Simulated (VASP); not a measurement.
Write the native input for VASP 6.6.1 that does the following.

- Task: single point
- Functional: PBE
- Potentials or basis: VASP PAW PBE potentials, release 64 (Sr_sv, Cl)
- Cutoff: 520 eV
- k mesh: 6 × 6 × 6
- Occupations: gaussian, width 0.05 eV
- Spin: no spin polarisation
- Dipole correction: no
- Further INCAR settings: ALGO = Normal; EDIFF = 1e-06; NBANDS = 19

The structure of SrCl2 lies in POSCAR:

```
SrCl2
1.0
    0.0000000000      3.6951876143      3.4488417733
    3.4136495103      0.0000000000      3.4488417733
    3.4136495103      3.6951876143      0.0000000000
Sr Cl
1 2
Direct
    0.0000000000      0.0000000000      0.0000000000
    0.2500000000      0.2500000000      0.2500000000
    0.7500000000      0.7500000000      0.7500000000
```

This cell differs from its parent crystal: strain +e along x and -e along y -0.0400, strain +e along z and -e/2 along x and y -0.0200.

One way to write it, as run:

INCAR

```
SYSTEM = SrCl2
ALGO = Normal
EDIFF = 1E-6
ENCUT = 520
GGA = PE
ISIF = 2
ISMEAR = 0
LASPH = .TRUE.
LCHARG = .FALSE.
LREAL = .FALSE.
LWAVE = .FALSE.
NBANDS = 19
NELM = 100
PREC = Accurate
SIGMA = 0.05
```

KPOINTS

```
k-points
0
G
  6 6 6
  0 0 0
```

Potentials or basis: VASP PAW PBE potentials, release 64 (Sr_sv, Cl).

Run with:

```console
$ cat potpaw_PBE.64/Sr_sv/POTCAR potpaw_PBE.64/Cl/POTCAR > POTCAR
$ mpirun -np 1 vasp_std > vasp.out
```

Results of the run:

```json
{"Pressure": "0.2 GPa", "Band gap on the k mesh": "4.87 eV, indirect (least direct gap 5.16 eV)"}
```

Caveat: the cell differs from its parent crystal (strain +e along x and -e along y -0.0400, strain +e along z and -e/2 along x and y -0.0200).

It took 82 s on 1 thread of Intel(R) Xeon(R) Platinum 8488C (Sapphire Rapids), with other jobs on the host, peak memory 0.26 GiB.
